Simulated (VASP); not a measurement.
# SiO2 (P4_2nm) in VASP: further runs

SiO2 is run at these levels: r2SCAN; tasks: single point.

All numbers are computed with VASP 6.6.1; they aren't measurements. Logs are shortened: lines on timing, memory, paths and dates and some standing lists are left out, and cuts for length are marked.

## Step 1: The cell of the first run

It takes space group P4_2nm (No. 102, tetragonal). Conventional cell: a = 4.185 Å, b = 4.185 Å, c = 2.669 Å, α = 90.00°, β = 90.00°, γ = 90.00°. Si (site symmetry 2mm) has 4 O at 1.50 to 1.85 Å within 2.0 Å. O (site symmetry m) has 2 Si at 1.50 to 1.85 Å within 2.0 Å.

## Step 2: Single point, r2SCAN (mode 13 (655.2 1/cm) frozen in, largest displacement -0.200 Å)

POSCAR reads:

```
SiO2
1.0
    4.1854060762      0.0000000000      0.0000000000
    0.0000000000      4.1854060762      0.0000000000
    0.0000000000      0.0000000000      2.6687449733
Si O
2 4
Direct
    0.5000000000      0.5000000000      0.4250584069
    0.0000000000      0.0000000000     -0.0749415931
    0.6938852014      0.6938852014      0.0657770687
    0.1938852014      0.8061147986      0.5657770687
    0.3061147986      0.3061147986      0.0657770687
    0.8061147986      0.1938852014      0.5657770687
```

INCAR.step1 reads:

```
SYSTEM = SiO2
ALGO = Normal ; EDIFF = 1E-4
ENCUT = 520 ; GGA = PE
ISMEAR = 0 ; LASPH = .TRUE.
LCHARG = .FALSE. ; LREAL = .FALSE.
LWAVE = .TRUE. ; NBANDS = 25
NELM = 60 ; PREC = Accurate
SIGMA = 0.05
```

INCAR.step2 reads:

```
SYSTEM = SiO2
ALGO = Normal ; EDIFF = 1E-7
ENCUT = 520 ; ISIF = 2
ISMEAR = 0 ; ISTART = 1
LASPH = .TRUE. ; LCHARG = .FALSE.
LMIXTAU = .TRUE. ; LREAL = .FALSE.
LWAVE = .FALSE. ; METAGGA = R2SCAN
NBANDS = 25 ; NELM = 60
PREC = Accurate ; SIGMA = 0.05
```

KPOINTS reads:

```
k-points
0
G
  6 6 8
  0 0 0
```

Potentials or basis: VASP PAW PBE potentials, release 64 (Si, O).

On the command line:

```
cat potpaw_PBE.64/Si/POTCAR potpaw_PBE.64/O/POTCAR > POTCAR
cp INCAR.step1 INCAR
mpirun -np 1 vasp_std > vasp.out
cp INCAR.step2 INCAR
mpirun -np 1 vasp_std > vasp.out
```

OUTCAR:

```text
SYSTEM = SiO2
   EDIFF = 1E-7
   ENCUT = 520
   ISIF = 2
   ISMEAR = 0
   ISTART = 1
   LASPH = .TRUE.
   LREAL = .FALSE.
   METAGGA = R2SCAN
   NELM = 60
   PREC = Accurate

 ion  position               nearest neighbor table
   1  0.500  0.500  0.425-   3 1.50   5 1.50   4 1.85   6 1.85   3 2.06   5 2.06
   2  0.000  0.000  0.925-   4 1.50   6 1.50   5 1.85   3 1.85   4 2.06   6 2.06
   3  0.694  0.694  0.066-   1 1.50   2 1.85   1 2.06
   4  0.194  0.806  0.566-   2 1.50   1 1.85   2 2.06
   5  0.306  0.306  0.066-   1 1.50   2 1.85   1 2.06
   6  0.806  0.194  0.566-   2 1.50   1 1.85   2 2.06

  LATTYP: Found a simple tetragonal cell.
 ALAT       =     4.1854060762
 C/A-ratio  =     0.6376310744

  Lattice vectors:

 A1 = (   4.1854060762,   0.0000000000,   0.0000000000)
 A2 = (   0.0000000000,   4.1854060762,   0.0000000000)
 A3 = (   0.0000000000,   0.0000000000,   2.6687449733)

Analysis of symmetry for initial positions (statically):
=====================================================================
 Subroutine PRICEL returns:
 Original cell was already a primitive cell.

 Routine SETGRP: Setting up the symmetry group for a
 simple tetragonal supercell.

 Subroutine GETGRP returns: Found  8 space group operations
 (whereof  4 operations were pure point group operations)
 out of a pool of 16 trial point group operations.

The static configuration has the point symmetry C_2v.
 The point group associated with its full space group is C_4v.

Analysis of symmetry for dynamics (positions and initial velocities):
=====================================================================
 Subroutine PRICEL returns:
 Original cell was already a primitive cell.

 Routine SETGRP: Setting up the symmetry group for a
 simple tetragonal supercell.

 Subroutine GETGRP returns: Found  8 space group operations
 (whereof  4 operations were pure point group operations)
 out of a pool of 16 trial point group operations.

The dynamic configuration has the point symmetry C_2v.
 The point group associated with its full space group is C_4v.

 Subroutine INISYM returns: Found  8 space group operations
 (whereof  4 operations are pure point group operations),
 and found     1 'primitive' translations

----------------------------------------------------------------------------------------

                                     Primitive cell

  volume of cell :      46.7501

  direct lattice vectors                    reciprocal lattice vectors
     4.185406076  0.000000000  0.000000000     0.238925443  0.000000000  0.000000000
     0.000000000  4.185406076  0.000000000     0.000000000  0.238925443  0.000000000
     0.000000000  0.000000000  2.668744973     0.000000000  0.000000000  0.374707966

  length of vectors
     4.185406076  4.185406076  2.668744973     0.238925443  0.238925443  0.374707966

  position of ions in fractional coordinates (direct lattice)
     0.500000000  0.500000000  0.425058407
     0.000000000  0.000000000  0.925058407
     0.693885201  0.693885201  0.065777069
     0.193885201  0.806114799  0.565777069
     0.306114799  0.306114799  0.065777069
     0.806114799  0.193885201  0.565777069

  ion indices of the primitive-cell ions
   primitive index   ion index
                 1           1
                 2           2
                 3           3
                 4           4
                 5           5
                 6           6

----------------------------------------------------------------------------------------

 KPOINTS: k-points

Automatic generation of k-mesh.
 Grid dimensions read from file:
 generate k-points for:    6    6    8

 Generating k-lattice:

  Cartesian coordinates                     Fractional coordinates (reciprocal lattice)
     0.039820907  0.000000000  0.000000000     0.166666667  0.000000000  0.000000000
     0.000000000  0.039820907  0.000000000     0.000000000  0.166666667  0.000000000
     0.000000000  0.000000000  0.046838496     0.000000000  0.000000000  0.125000000

  Length of vectors
     0.039820907  0.039820907  0.046838496

  Shift w.r.t. Gamma in fractional coordinates (k-lattice)
     0.000000000  0.000000000  0.000000000

 Subroutine IBZKPT returns following result:
 ===========================================

 Found     50 irreducible k-points:

 Following reciprocal coordinates:
            Coordinates               Weight
  0.000000  0.000000  0.000000      1.000000
  0.166667  0.000000  0.000000      4.000000
  0.333333  0.000000  0.000000      4.000000
  0.500000  0.000000  0.000000      2.000000
  0.166667  0.166667  0.000000      4.000000
  0.333333  0.166667  0.000000      8.000000
[... 16 lines left out ...]
  0.333333  0.000000  0.250000      8.000000
  0.500000  0.000000  0.250000      4.000000
 [... further k-points ...]
   k-points           NKPTS =     50   k-points in BZ     NKDIM =     50   number of bands    NBANDS=     25
   number of dos      NEDOS =    301   number of ions     NIONS =      6
   total plane-waves  NPLWV =  20480
   dimension x,y,z NGX =    32 NGY =   32 NGZ =   20
   dimension x,y,z NGXF=    64 NGYF=   64 NGZF=   40
   ions per type =               2   4
   NGX,Y,Z   is equivalent  to a cutoff of  12.71, 12.71, 12.46 a.u.
   NGXF,Y,Z  is equivalent  to a cutoff of  25.42, 25.42, 24.92 a.u.
 SYSTEM =  SiO2
   PREC   = accura    normal or accurate (medium, high low for compatibility)
   ISTART =      1    job   : 0-new  1-cont  2-samecut
   ICHARG =      0    charge: 1-file 2-atom 10-const
   ISPIN  =      1    spin polarized calculation?
   LNONCOLLINEAR =      F non collinear calculations
   LSORBIT =      F    spin-orbit coupling
   LASPH  =      T    aspherical Exc in radial PAW
   ENCUT  =  520.0 eV  38.22 Ry    6.18 a.u.   7.78  7.78  4.96*2*pi/ulx,y,z
   NELM   =     60;   NELMIN=  2; NELMDL=  0     # of ELM steps
   EDIFF  = 0.1E-06   stopping-criterion for ELM
   LREAL  =      F    real-space projection
   EDIFFG = 0.1E-05   stopping-criterion for IOM
   NSW    =      0    number of steps for IOM
   IBRION =     -1    ionic relax: 0-MD 1-quasi-New 2-CG
   NFREE  =      0    steps in history (QN), initial steepest desc. (CG)
   ISIF   =      2    stress and relaxation
   ISYM   =      2    0-nonsym 1-usesym 2-fastsym
   POTIM  = 0.5000    time-step for ionic-motion
   TEBEG  =    0.0;   TEEND  =   0.0 temperature during run
   PSTRESS=    0.0 pullay stress
   NELECT =      32.0000    total number of electrons
   NUPDOWN=      -1.0000    fix difference up-down
   EMIN   =  10.00;   EMAX   =-10.00  energy-range for DOS
   EFERMI =   0.00;   METHOD = LEGACY
   ISMEAR =     0;   SIGMA  =   0.05  broadening in eV -4-tet -1-fermi 0-gaus
   EFERMI_NEDOS =   21; number of points for ismear=-14 and -15
   IALGO  =     38    algorithm
   IMIX   =      4    mixing-type and parameters
     AMIX     =   0.40;   BMIX     =  1.00
     AMIX_MAG =   1.60;   BMIX_MAG =  1.00
  volume/ion in A,a.u.               =       7.79        52.58
  Fermi-wavevector in a.u.,A,eV,Ry     =   1.442771  2.726442 28.321726  2.081588
  Thomas-Fermi vector in A             =   2.561254
   LORBIT       =      0    0 simple, 1 ext, 2 COOP (PROOUT), +10 PAW based schemes
   METAGGA = R2SCAN    functional components
   LHFCALC =     F    Hartree Fock is set to
   AEXX    =    0.0000 exact exchange contribution
   IVDW    =     0    specifies the selected vdW correction
   LEPSILON=     F    determine dielectric tensor
   LRPA    =     F    only Hartree local field effects (RPA)
 non-spin polarized calculation
 Gauss-broadening in eV      SIGMA  =   0.05
  energy-cutoff  :      520.00
  volume of cell :       46.75
 maximum number of plane-waves:      1282
 NGX is ok and might be reduce to    32
   NGX = 15   NGY = 15   NGZ =  9

 number of electron      32.0000004 magnetization

 Free energy of the ion-electron system (eV)
  ---------------------------------------------------
  ext. energy  EPLUGINS =         0.00000000
  ---------------------------------------------------
  free energy    TOTEN  =       -55.11689205 eV

  energy without entropy =      -55.11689205  energy(sigma->0) =      -55.11689205

 E-fermi :   7.5918     XC(G=0): -12.8014

 val. band max:        7.3708759900   @ k =   0.0000   0.0000   0.0000
 cond. band min:      13.2228896201   @ k =   0.0000   0.0000   0.0000
 fundamental gap:      5.8520136301
 Fermi energy:         7.5918047219

 k-point     1 :       0.0000    0.0000    0.0000
  band No.  band energies     occupation
      1     -16.0239      2.00000
      2     -12.5996      2.00000
      3     -12.5996      2.00000
      4     -12.4687      2.00000
      5      -3.0994      2.00000
      6       0.5892      2.00000
[... 17 lines left out ...]
     24      22.7330      0.00000
     25      23.7232      0.00000

 k-point     2 :       0.1667    0.0000    0.0000
  band No.  band energies     occupation
      1     -15.8835      2.00000
      2     -13.2274      2.00000
      3     -12.5346      2.00000
      4     -12.1196      2.00000
      5      -2.9300      2.00000
      6       0.0332      2.00000
[... 17 lines left out ...]
     24      23.4061      0.00000
     25      23.4493      0.00000

 k-point     3 :       0.3333    0.0000    0.0000
  band No.  band energies     occupation
      1     -15.4748      2.00000
      2     -14.0472      2.00000
      3     -12.3626      2.00000
      4     -12.0258      2.00000
      5      -2.4725      2.00000
      6      -0.9110      2.00000
[... 552 lines left out ...]
 k-point    23 :       0.3333    0.0000    0.2500
  band No.  band energies     occupation
      1     -14.7734      2.00000
      2     -13.5602      2.00000
      3     -12.1253      2.00000
      4     -11.9773      2.00000
      5      -2.0152      2.00000
      6      -0.6053      2.00000
[... 17 lines left out ...]
     24      21.9980      0.00000
     25      22.8255      0.00000

 k-point    24 :       0.5000    0.0000    0.2500
  band No.  band energies     occupation
      1     -14.2205      2.00000
      2     -14.2205      2.00000
      3     -12.0204      2.00000
      4     -12.0204      2.00000
      5      -1.3011      2.00000
      6      -1.3011      2.00000
[... 17 lines left out ...]
     24      22.0805      0.00000
     25      22.9432      0.00000

 [... further k-points ...]
[... 5 lines left out ...]
  --------------------------------------------------------------------------------------
  -------------------------------------------------------------------------------------
  Total       10.5062274     10.5062274     14.6358431     -0.0000000      0.0000000      0.0000000
  in kB      360.0601886    360.0601886    501.5867470     -0.0000000      0.0000000      0.0000000
  external PRESSURE =     407.2357080 kB  Pullay stress =       0.0000000 kB

 VOLUME and BASIS-vectors are now :
 -----------------------------------------------------------------------------
  energy-cutoff  :      520.00
  volume of cell :       46.75
      direct lattice vectors                 reciprocal lattice vectors
     4.185406076  0.000000000  0.000000000     0.238925443  0.000000000  0.000000000
     0.000000000  4.185406076  0.000000000     0.000000000  0.238925443  0.000000000
     0.000000000  0.000000000  2.668744973     0.000000000  0.000000000  0.374707966

 POSITION                                       TOTAL-FORCE (eV/Angst)
 -----------------------------------------------------------------------------------
      2.09270      2.09270      1.13437         0.000000     -0.000000     10.445751
      0.00000      0.00000      2.46874         0.000000     -0.000000     10.445751
      2.90419      2.90419      0.17554         3.758717      3.758717     -5.222876
      0.81149      3.37392      1.50991         3.758717     -3.758717     -5.222876
      1.28121      1.28121      0.17554        -3.758717     -3.758717     -5.222876
      3.37392      0.81149      1.50991        -3.758717      3.758717     -5.222876
 -----------------------------------------------------------------------------------
    total drift:                                0.000000      0.000000     -0.001402

  FREE ENERGIE OF THE ION-ELECTRON SYSTEM (eV)
  ---------------------------------------------------
  free  energy   TOTEN  =       -55.1168920513 eV

  energy  without entropy=      -55.1168920513  energy(sigma->0) =      -55.11689205
```

Run time: 80 s. Hardware: 1 thread of Intel Xeon Platinum 8488C (Sapphire Rapids), shared host; peak memory 0.18 GiB.

Results:

- Free energy: -55.1169 eV
- Pressure: 40.7 GPa
- Largest force: 10.446 eV/Å
- Band gap on the k mesh: 5.85 eV, direct

Forces in eV/Å, atoms in the order of the input:
```
Si   0.000  0.000 10.446
Si   0.000  0.000 10.446
O    3.759  3.759 -5.223
O    3.759 -3.759 -5.223
O   -3.759 -3.759 -5.223
O   -3.759  3.759 -5.223
```

Caveat: the cell differs from its parent crystal (mode 13 (655.2 1/cm) frozen in, largest displacement -0.200 Å); the PAW data sets were made with another functional, which shifts forces and pressure a little. A k mesh can miss the band edges.

## Step 3: Single point, r2SCAN (mode 13 (655.2 1/cm) frozen in, largest displacement +0.150 Å)

POSCAR reads:

```
SiO2
1.0
    4.1854060762      0.0000000000      0.0000000000
    0.0000000000      4.1854060762      0.0000000000
    0.0000000000      0.0000000000      2.6687449733
Si O
2 4
Direct
    0.5000000000      0.5000000000      0.5562061949
    0.0000000000      0.0000000000      0.0562061949
    0.6938852014      0.6938852014     -0.0493328015
    0.1938852014      0.8061147986      0.4506671985
    0.3061147986      0.3061147986     -0.0493328015
    0.8061147986      0.1938852014      0.4506671985
```

INCAR.step1 reads:

```
SYSTEM = SiO2
ALGO = Normal
EDIFF = 1E-4
ENCUT = 520
GGA = PE
ISMEAR = 0
LASPH = .TRUE.
LCHARG = .FALSE.
LREAL = .FALSE.
LWAVE = .TRUE.
NBANDS = 25
NELM = 60
PREC = Accurate
SIGMA = 0.05
```

INCAR.step2 reads:

```
SYSTEM = SiO2
ALGO = Normal
EDIFF = 1E-7
ENCUT = 520
ISIF = 2
ISMEAR = 0
ISTART = 1
LASPH = .TRUE.
LCHARG = .TRUE.
LELF = .TRUE.
LMIXTAU = .TRUE.
LREAL = .FALSE.
LVHAR = .TRUE.
LWAVE = .FALSE.
METAGGA = R2SCAN
NBANDS = 25
NELM = 60
PREC = Accurate
SIGMA = 0.05
```

KPOINTS is that of step 2.

Potentials or basis: VASP PAW PBE potentials, release 64 (Si, O).

On the command line:

```
cat potpaw_PBE.64/Si/POTCAR potpaw_PBE.64/O/POTCAR > POTCAR
cp INCAR.step1 INCAR
mpirun -np 1 vasp_std > vasp.out
cp INCAR.step2 INCAR
mpirun -np 1 vasp_std > vasp.out
```

Wall time 79 s (1 thread of Intel Xeon Platinum 8488C (Sapphire Rapids), shared host); peak memory 0.18 GiB.

Results (log left out):

```
Free energy            : -56.7860 eV
Pressure               : 23.0 GPa
Largest force          : 7.401 eV/Å
Band gap on the k mesh : 6.05 eV, direct
```

Forces in eV/Å, atoms in the order of the input:
```
Si   0.000  0.000 -7.401
Si   0.000  0.000 -7.401
O    2.060  2.060  3.701
O    2.060 -2.060  3.701
O   -2.060 -2.060  3.701
O   -2.060  2.060  3.701
```

Stress tensor (GPa, compression positive):
```
19.30  0.00  0.00
 0.00 19.30  0.00
 0.00  0.00 30.33
```

Levels at points of the mesh, in eV from the valence-band top:
| k point | band 14 | band 15 | band 16 | band 17 | band 18 | band 19 |
| --- | --- | --- | --- | --- | --- | --- |
| (0.00, 0.00, 0.00) | -0.83 | -0.83 | 0.00 | 6.05 | 6.93 | 9.56 |
| (0.50, 0.00, 0.00) | -2.04 | -1.06 | -1.06 | 7.95 | 7.95 | 10.12 |
| (0.50, 0.50, 0.00) | -2.29 | -2.18 | -2.18 | 7.52 | 7.52 | 11.03 |
| (0.00, 0.00, 0.50) | -3.06 | -2.71 | -2.71 | 9.50 | 9.50 | 13.63 |
| (0.50, 0.00, 0.50) | -2.20 | -1.74 | -1.74 | 9.44 | 9.44 | 11.21 |
| (0.50, 0.50, 0.50) | -1.67 | -1.67 | -1.39 | 7.50 | 8.40 | 11.95 |

Caveat: the cell differs from its parent crystal (mode 13 (655.2 1/cm) frozen in, largest displacement +0.150 Å); the PAW data sets were made with another functional, which shifts forces and pressure a little. A k mesh can miss the band edges.
